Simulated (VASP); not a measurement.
# MgS (P6_3/mmc) in VASP: further runs

Aim: see how the results for MgS move with the level of theory and the settings. Levels: PBEsol, PBE, r2SCAN, LDA. Tasks: single point.

All numbers are computed with VASP 6.6.1; they aren't measurements. Logs are shortened: lines on timing, memory, paths and dates and some standing lists are left out, and cuts for length are marked.

## 1. The cell of the first run

Symmetry: P6_3/mmc, No. 194, hexagonal system. Conventional cell: a = 4.296 Å, b = 4.296 Å, c = 5.285 Å, α = 90.00°, β = 90.00°, γ = 120.00°. Mg (site symmetry -6m2) has 5 S at 2.48 to 2.64 Å within 3.3 Å. Within 3.3 Å of S (site symmetry -6m2) lie 5 Mg at 2.48 to 2.64 Å.

## 2. Single point, PBEsol

INCAR reads:

```
PREC = Accurate ; ENCUT = 520
EDIFF = 1E-7 ; ISMEAR = 0
SIGMA = 0.01 ; LREAL = False
LASPH = True ; NELM = 100
ALGO = Normal ; ISIF = 2
LWAVE = False ; LCHARG = True
GGA = PS ; LELF = True
LVHAR = True ; NBANDS = 16
```

KPOINTS reads:

```
regular mesh
0
Gamma
  6 6 2
```

POSCAR reads:

```
MgS
1.0
    4.2955415880      0.0000000000      0.0000000000
   -2.1477707940      3.7200481382      0.0000000000
    0.0000000000      0.0000000000      5.2850910748
Mg S
2 2
Direct
    0.3333333333      0.6666666667      0.2500000000
    0.6666666667      0.3333333333      0.7500000000
    0.6666666667      0.3333333333      0.2500000000
    0.3333333333      0.6666666667      0.7500000000
```

Potentials or basis: VASP PAW PBE potentials, release 64 (Mg, S).

Command:

```bash
$ cat potpaw_PBE.64/Mg/POTCAR potpaw_PBE.64/S/POTCAR > POTCAR
$ mpirun -np 1 vasp_std > vasp.out
```

OUTCAR:

```text
PREC = Accurate
   ENCUT = 520
   EDIFF = 1E-7
   ISMEAR = 0
   LREAL = False
   LASPH = True
   NELM = 100
   ISIF = 2
   GGA = PS

 ion  position               nearest neighbor table
   1  0.333  0.667  0.250-   3 2.48   3 2.48   3 2.48   4 2.64   4 2.64   2 3.62   2 3.62   2 3.62
                             2 3.62   2 3.62   2 3.62
   2  0.667  0.333  0.750-   4 2.48   4 2.48   4 2.48   3 2.64   3 2.64   1 3.62   1 3.62   1 3.62
                             1 3.62   1 3.62   1 3.62
   3  0.667  0.333  0.250-   1 2.48   1 2.48   1 2.48   2 2.64   2 2.64
   4  0.333  0.667  0.750-   2 2.48   2 2.48   2 2.48   1 2.64   1 2.64

  LATTYP: Found a hexagonal cell.
 ALAT       =     4.2955415880
 C/A-ratio  =     1.2303666410

  Lattice vectors:

 A1 = (   4.2955415880,   0.0000000000,   0.0000000000)
 A2 = (  -2.1477707940,   3.7200481382,   0.0000000000)
 A3 = (   0.0000000000,   0.0000000000,   5.2850910748)

Analysis of symmetry for initial positions (statically):
=====================================================================
 Subroutine PRICEL returns:
 Original cell was already a primitive cell.

 Routine SETGRP: Setting up the symmetry group for a
 hexagonal supercell.

 Subroutine GETGRP returns: Found 24 space group operations
 (whereof 12 operations were pure point group operations)
 out of a pool of 24 trial point group operations.

The static configuration has the point symmetry D_3d.
 The point group associated with its full space group is D_6h.

Analysis of symmetry for dynamics (positions and initial velocities):
=====================================================================
 Subroutine PRICEL returns:
 Original cell was already a primitive cell.

 Routine SETGRP: Setting up the symmetry group for a
 hexagonal supercell.

 Subroutine GETGRP returns: Found 24 space group operations
 (whereof 12 operations were pure point group operations)
 out of a pool of 24 trial point group operations.

The dynamic configuration has the point symmetry D_3d.
 The point group associated with its full space group is D_6h.

 Subroutine INISYM returns: Found 24 space group operations
 (whereof 12 operations are pure point group operations),
 and found     1 'primitive' translations

----------------------------------------------------------------------------------------

                                     Primitive cell

  volume of cell :      84.4538

  direct lattice vectors                    reciprocal lattice vectors
     4.295541588  0.000000000  0.000000000     0.232799515  0.134406863  0.000000000
    -2.147770794  3.720048138  0.000000000     0.000000000  0.268813726  0.000000000
     0.000000000  0.000000000  5.285091075     0.000000000  0.000000000  0.189211498

  length of vectors
     4.295541588  4.295541588  5.285091075     0.268813726  0.268813726  0.189211498

  position of ions in fractional coordinates (direct lattice)
     0.333333333  0.666666667  0.250000000
     0.666666667  0.333333333  0.750000000
     0.666666667  0.333333333  0.250000000
     0.333333333  0.666666667  0.750000000

  ion indices of the primitive-cell ions
   primitive index   ion index
                 1           1
                 2           2
                 3           3
                 4           4

----------------------------------------------------------------------------------------

 KPOINTS: regular mesh

Automatic generation of k-mesh.
 Grid dimensions read from file:
 generate k-points for:    6    6    2

 Generating k-lattice:

  Cartesian coordinates                     Fractional coordinates (reciprocal lattice)
     0.038799919  0.022401144  0.000000000     0.166666667  0.000000000  0.000000000
     0.000000000  0.044802288  0.000000000     0.000000000  0.166666667  0.000000000
     0.000000000  0.000000000  0.094605749     0.000000000  0.000000000  0.500000000

  Length of vectors
     0.044802288  0.044802288  0.094605749

  Shift w.r.t. Gamma in fractional coordinates (k-lattice)
     0.000000000  0.000000000  0.000000000

 Subroutine IBZKPT returns following result:
 ===========================================

 Found     14 irreducible k-points:

 Following reciprocal coordinates:
            Coordinates               Weight
  0.000000  0.000000  0.000000      1.000000
  0.166667  0.000000  0.000000      6.000000
  0.333333  0.000000  0.000000      6.000000
  0.500000  0.000000  0.000000      3.000000
  0.166667  0.166667  0.000000      6.000000
  0.333333  0.166667  0.000000     12.000000
  0.333333  0.333333  0.000000      2.000000
  0.000000  0.000000  0.500000      1.000000
  0.166667  0.000000  0.500000      6.000000
  0.333333  0.000000  0.500000      6.000000
  0.500000  0.000000  0.500000      3.000000
  0.166667  0.166667  0.500000      6.000000
  0.333333  0.166667  0.500000     12.000000
  0.333333  0.333333  0.500000      2.000000
   k-points           NKPTS =     14   k-points in BZ     NKDIM =     14   number of bands    NBANDS=     16
   number of dos      NEDOS =    301   number of ions     NIONS =      4
   total plane-waves  NPLWV =  40960
   dimension x,y,z NGX =    32 NGY =   32 NGZ =   40
   dimension x,y,z NGXF=    64 NGYF=   64 NGZF=   80
   ions per type =               2   2
   NGX,Y,Z   is equivalent  to a cutoff of  12.38, 12.38, 12.58 a.u.
   NGXF,Y,Z  is equivalent  to a cutoff of  24.77, 24.77, 25.16 a.u.
 SYSTEM =  unknown system
   PREC   = accura    normal or accurate (medium, high low for compatibility)
   ISTART =      0    job   : 0-new  1-cont  2-samecut
   ICHARG =      2    charge: 1-file 2-atom 10-const
   ISPIN  =      1    spin polarized calculation?
   LNONCOLLINEAR =      F non collinear calculations
   LSORBIT =      F    spin-orbit coupling
   LASPH  =      T    aspherical Exc in radial PAW
   ENCUT  =  520.0 eV  38.22 Ry    6.18 a.u.   7.99  7.99  9.83*2*pi/ulx,y,z
   NELM   =    100;   NELMIN=  2; NELMDL= -5     # of ELM steps
   EDIFF  = 0.1E-06   stopping-criterion for ELM
   LREAL  =      F    real-space projection
   EDIFFG = 0.1E-05   stopping-criterion for IOM
   NSW    =      0    number of steps for IOM
   IBRION =     -1    ionic relax: 0-MD 1-quasi-New 2-CG
   NFREE  =      0    steps in history (QN), initial steepest desc. (CG)
   ISIF   =      2    stress and relaxation
   ISYM   =      2    0-nonsym 1-usesym 2-fastsym
   POTIM  = 0.5000    time-step for ionic-motion
   TEBEG  =    0.0;   TEEND  =   0.0 temperature during run
   PSTRESS=    0.0 pullay stress
   NELECT =      16.0000    total number of electrons
   NUPDOWN=      -1.0000    fix difference up-down
   EMIN   =  10.00;   EMAX   =-10.00  energy-range for DOS
   EFERMI =   0.00;   METHOD = LEGACY
   ISMEAR =     0;   SIGMA  =   0.01  broadening in eV -4-tet -1-fermi 0-gaus
   EFERMI_NEDOS =   21; number of points for ismear=-14 and -15
   IALGO  =     38    algorithm
   IMIX   =      4    mixing-type and parameters
     AMIX     =   0.40;   BMIX     =  1.00
     AMIX_MAG =   1.60;   BMIX_MAG =  1.00
  volume/ion in A,a.u.               =      21.11       142.48
  Fermi-wavevector in a.u.,A,eV,Ry     =   0.940247  1.776809 12.028420  0.884064
  Thomas-Fermi vector in A             =   2.067639
   LORBIT       =      0    0 simple, 1 ext, 2 COOP (PROOUT), +10 PAW based schemes
   GGA     = PS    functional components
   LHFCALC =     F    Hartree Fock is set to
   AEXX    =    0.0000 exact exchange contribution
   IVDW    =     0    specifies the selected vdW correction
   LEPSILON=     F    determine dielectric tensor
   LRPA    =     F    only Hartree local field effects (RPA)
 non-spin polarized calculation
 Gauss-broadening in eV      SIGMA  =   0.01
  energy-cutoff  :      520.00
  volume of cell :       84.45
 maximum number of plane-waves:      2304
 NGX is ok and might be reduce to    32
   NGX = 15   NGY = 15   NGZ = 19

 number of electron      16.0000001 magnetization

 Free energy of the ion-electron system (eV)
  ---------------------------------------------------
  ext. energy  EPLUGINS =         0.00000000
  ---------------------------------------------------
  free energy    TOTEN  =       -17.86284842 eV

  energy without entropy =      -17.86284842  energy(sigma->0) =      -17.86284842

 E-fermi :   2.3921     XC(G=0):  -8.8625

 val. band max:        2.3240796603   @ k =   0.0000   0.0000   0.0000
 cond. band min:       5.1623475240   @ k =   0.0000   0.0000   0.0000
 fundamental gap:      2.8382678637
 Fermi energy:         2.3921317400

 k-point     1 :       0.0000    0.0000    0.0000
  band No.  band energies     occupation
      1     -10.0156      2.00000
      2      -8.5242      2.00000
      3      -1.5778      2.00000
      4       0.2947      2.00000
      5       0.2947      2.00000
      6       1.4507      2.00000
[... 8 lines left out ...]
     15      10.0632      0.00000
     16      10.0632      0.00000

 k-point     2 :       0.1667    0.0000    0.0000
  band No.  band energies     occupation
      1      -9.8864      2.00000
      2      -8.5480      2.00000
      3      -1.3919      2.00000
      4      -0.2231      2.00000
      5       0.0895      2.00000
      6       0.8557      2.00000
[... 8 lines left out ...]
     15       9.7895      0.00000
     16      10.6461      0.00000

 k-point     3 :       0.3333    0.0000    0.0000
  band No.  band energies     occupation
      1      -9.5594      2.00000
      2      -8.6610      2.00000
      3      -1.0372      2.00000
      4      -0.8838      2.00000
      5      -0.2277      2.00000
      6       0.0685      2.00000
[... 8 lines left out ...]
     15      10.2904      0.00000
     16      12.1387      0.00000
[... 172 lines left out ...]
 k-point    13 :       0.3333    0.1667    0.5000
  band No.  band energies     occupation
      1      -9.0160      2.00000
      2      -9.0160      2.00000
      3      -1.7788      2.00000
      4      -1.7788      2.00000
      5      -0.0065      2.00000
      6      -0.0065      2.00000
[... 8 lines left out ...]
     15      11.1597      0.00000
     16      11.1597      0.00000

 k-point    14 :       0.3333    0.3333    0.5000
  band No.  band energies     occupation
      1      -8.9708      2.00000
      2      -8.9708      2.00000
      3      -1.7873      2.00000
      4      -1.7873      2.00000
      5      -0.4136      2.00000
      6      -0.4136      2.00000
[... 8 lines left out ...]
     15      10.7026      0.00000
     16      10.7026      0.00000

------------------------ aborting loop because EDIFF is reached ----------------------------------------

  FORCE on cell =-STRESS in cart. coord.  units (eV):
  Direction    XX          YY          ZZ          XY          YZ          ZX
  --------------------------------------------------------------------------------------
  -------------------------------------------------------------------------------------
  Total       -0.2021305     -0.2021305     -0.4773193      0.0000000      0.0000000      0.0000000
  in kB       -3.8346301     -3.8346301     -9.0552540      0.0000000      0.0000000      0.0000000
  external PRESSURE =      -5.5748380 kB  Pullay stress =       0.0000000 kB

 VOLUME and BASIS-vectors are now :
 -----------------------------------------------------------------------------
  energy-cutoff  :      520.00
  volume of cell :       84.45
      direct lattice vectors                 reciprocal lattice vectors
     4.295541588  0.000000000  0.000000000     0.232799515  0.134406863  0.000000000
    -2.147770794  3.720048138  0.000000000     0.000000000  0.268813726  0.000000000
     0.000000000  0.000000000  5.285091075     0.000000000  0.000000000  0.189211498

 POSITION                                       TOTAL-FORCE (eV/Angst)
 -----------------------------------------------------------------------------------
     -0.00000      2.48003      1.32127        -0.000000      0.000000      0.000000
      2.14777      1.24002      3.96382        -0.000000     -0.000000      0.000000
      2.14777      1.24002      1.32127         0.000000     -0.000000      0.000000
     -0.00000      2.48003      3.96382        -0.000000      0.000000      0.000000
 -----------------------------------------------------------------------------------
    total drift:                                0.000000     -0.000000      0.000000

  FREE ENERGIE OF THE ION-ELECTRON SYSTEM (eV)
  ---------------------------------------------------
  free  energy   TOTEN  =       -17.8628484168 eV

  energy  without entropy=      -17.8628484168  energy(sigma->0) =      -17.86284842
```

Run time: 12 s. Hardware: 1 thread of Intel Xeon Platinum 8488C (Sapphire Rapids), shared host; peak memory 0.19 GiB.

Results:

| Quantity | Value |
| --- | --- |
| Free energy | -17.8628 eV |
| Pressure | -0.6 GPa |
| Band gap on the k mesh | 2.84 eV, direct |

Caveat: the k points lie up to 0.59 Å⁻¹ apart; the PAW data sets were made with another functional, which shifts forces and pressure a little.

## 3. Single point, PBE

INCAR reads:

```
PREC     = Accurate       # precision mode
ENCUT    = 520            # plane-wave cutoff, eV
EDIFF    = 1E-7           # SCF threshold, eV
ISMEAR   = 0              # smearing method
SIGMA    = 0.01           # smearing width, eV
LREAL    = F              # projectors in reciprocal space
LASPH    = T              # aspherical terms in the spheres
NELM     = 60             # most SCF steps
ALGO     = Normal         # electronic algorithm
ISIF     = 2              # what is computed and relaxed
LWAVE    = F              # write WAVECAR
LCHARG   = F              # write CHGCAR
GGA      = PE             # functional
NBANDS   = 16             # bands
```

KPOINTS reads:

```
Automatic mesh
0
Gamma
  6 6 4
```

POSCAR is that of step 2.

Potentials or basis: VASP PAW PBE potentials, release 64 (Mg, S).

Command:

```bash
$ cat potpaw_PBE.64/Mg/POTCAR potpaw_PBE.64/S/POTCAR > POTCAR
$ mpirun -np 1 vasp_std > vasp.out
```

Run time: 14 s. Hardware: 1 thread of Intel Xeon Platinum 8488C (Sapphire Rapids), shared host; peak memory 0.19 GiB.

Results (log left out):

- Free energy: -16.8758 eV
- Pressure: 0.9 GPa
- Band gap on the k mesh: 3.00 eV, direct

Levels at points of the mesh, in eV from the valence-band top:
| k point | band 5 | band 6 | band 7 | band 8 | band 9 | band 10 | band 11 | band 12 |
| --- | --- | --- | --- | --- | --- | --- | --- | --- |
| (0.00, 0.00, 0.00) | -2.01 | -0.87 | -0.87 | 0.00 | 3.00 | 3.01 | 6.03 | 6.03 |
| (0.50, 0.00, 0.00) | -2.65 | -2.54 | -1.60 | -0.80 | 3.36 | 5.29 | 6.12 | 6.48 |
| (0.00, 0.00, 0.50) | -1.47 | -1.47 | -1.47 | -1.47 | 4.63 | 4.63 | 5.98 | 5.98 |
| (0.50, 0.00, 0.50) | -1.88 | -1.88 | -0.84 | -0.84 | 4.50 | 4.50 | 6.45 | 6.45 |

A k mesh can miss the band edges. PBE gaps usually lie below the measured ones, often by a third to a half.

[end of part 1 of 2]
